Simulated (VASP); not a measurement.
# SnSe2: single point with PBE

SnSe2:

```
CELL_PARAMETERS angstrom
3.81100 0.00000 0.00000
-1.90550 3.30042 0.00000
0.00000 0.00000 5.89152
ATOMIC_POSITIONS crystal
Sn 0.00000 0.00000 0.00000
Se 0.33333 0.66667 0.25000
Se 0.66667 0.33333 0.75000
```

This cell differs from its parent crystal: strain -0.0400 x Voigt [0, 0, 1, 0, 0, 0].

| Quantity | Value |
| --- | --- |
| Program | VASP 6.6.1 |
| Task | single point |
| Functional | PBE |
| Potentials or basis | VASP PAW PBE potentials, release 64 (Sn_d, Se) |
| Cutoff | 520 eV |
| k mesh | 12 × 12 × 6 |
| Occupations | gaussian, width 0.05 eV |
| Spin | no spin polarisation |

| Property | Result |
| --- | --- |
| Pressure | 8.9 GPa |
| Largest force | 1.354 eV/Å |
| Band gap on the k mesh | 0.54 eV, indirect (least direct gap 0.79 eV) |

Forces in eV/Å, atoms in the order of the input:
```
Sn   0.000  0.000  0.000
Se   0.000  0.000  1.354
Se   0.000  0.000 -1.354
```

Stress tensor (GPa, compression positive):
```
 7.78  0.00  0.00
 0.00  7.78  0.00
 0.00  0.00 11.02
```

Levels at points of the mesh, in eV from the valence-band top:
| k point | band 9 | band 10 | band 11 | band 12 | band 13 | band 14 | band 15 | band 16 | band 17 | band 18 |
| --- | --- | --- | --- | --- | --- | --- | --- | --- | --- | --- |
| (0.00, 0.00, 0.00) | -1.17 | -1.17 | -0.86 | -0.86 | 0.00 | 0.79 | 2.47 | 4.33 | 4.33 | 8.17 |
| (0.50, 0.00, 0.00) | -4.86 | -3.28 | -3.26 | -1.51 | -0.60 | 0.90 | 3.52 | 5.20 | 5.27 | 7.63 |
| (0.00, 0.00, 0.50) | -2.33 | -1.27 | -1.27 | -0.67 | -0.67 | 2.17 | 2.51 | 3.96 | 3.96 | 7.92 |
| (0.50, 0.00, 0.50) | -5.42 | -3.05 | -2.18 | -1.19 | -1.10 | 0.80 | 4.03 | 4.75 | 5.72 | 6.37 |

Wall time 82 s on 1 thread of AMD EPYC 7R13 Processor (Zen 3) (shared host), peak memory 0.25 GiB.

Caveat: the cell differs from its parent crystal (strain -0.0400 x Voigt [0, 0, 1, 0, 0, 0]); spin-orbit coupling is left out, which moves the levels of the heavy elements; this functional lacks dispersion, which binds the layers, so the pressure and a relaxed spacing across them are unreliable; forces of over 1 eV/Å act on the atoms, so gaps and moduli don't describe the material at rest. A k mesh can miss the band edges.
